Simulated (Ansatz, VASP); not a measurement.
Pd in VASP and in Ansatz

```xyz
1
Lattice="0.0000 1.9465 1.9465 1.9465 0.0000 1.9465 1.9465 1.9465 0.0000" Properties=species:S:1:pos:R:3 pbc="T T T"
Pd    0.0000    0.0000    0.0000
```

Alike in both runs: task single point; functional RPBE; k mesh 12 × 12 × 12; occupations gaussian, width 0.1 eV; no spin polarisation.

|  | VASP | Ansatz |
| --- | --- | --- |
| version | VASP 6.6.1 | Ansatz 0.2.0 |
| potentials or method | VASP PAW PBE potentials, release 64 (Pd), cutoff 520 eV | all-electron LAPW, scalar-relativistic |

```tsv
	VASP	Ansatz	Ansatz less VASP
gap on the k mesh at the Fermi level (eV)	none	none	-
pressure (GPa)	11.3	11.5	+0.20
```

VASP's potentials were made for PBE, not for RPBE. A gap of «none» marks a metal or a gap that the smearing closes. Ansatz ran all-electron here, and VASP with PAW potentials.
